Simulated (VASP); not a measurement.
Set up this calculation in VASP 6.6.1, as the native input.

- Task: single point
- Functional: PBEsol
- Potentials or basis: VASP PAW PBE potentials, release 64 (Al)
- Cutoff: 520 eV
- k mesh: 18 × 18 × 18
- Occupations: fermi-dirac, width 0.08 eV
- Spin: no spin polarisation
- Dipole correction: no
- Further INCAR settings: ALGO = Normal; EDIFF = 1e-06; NBANDS = 8

The structure of Al lies in POSCAR:

```
Al
1.0
    0.0000000000      2.0077939631      2.0077939631
    2.0077939631      0.0000000000      2.0077939631
    2.0077939631      2.0077939631      0.0000000000
Al
1
Direct
    0.0000000000      0.0000000000      0.0000000000
```

One way to write it, as run:

INCAR

```
ALGO = Normal
EDIFF = 1E-6
ENCUT = 520
GGA = PS
ISIF = 2
ISMEAR = -1
LASPH = T
LCHARG = F
LREAL = F
LWAVE = F
NBANDS = 8
NELM = 100
PREC = Accurate
SIGMA = 0.08
```

KPOINTS

```
k-points
0
Gamma
  18 18 18
```

Potentials or basis: VASP PAW PBE potentials, release 64 (Al).

Launch:

```console
$ cat potpaw_PBE.64/Al/POTCAR > POTCAR
$ mpirun -np 1 vasp_std > vasp.out
```

Results of the run:

```json
{"Pressure": "0.0 GPa"}
```

Caveat: the PAW data sets were made with another functional, which shifts forces and pressure a little.

Wall time 6.2 s on 1 thread of Intel(R) Xeon(R) 6975P-C (Granite Rapids), on a shared host, peak memory 0.14 GiB.
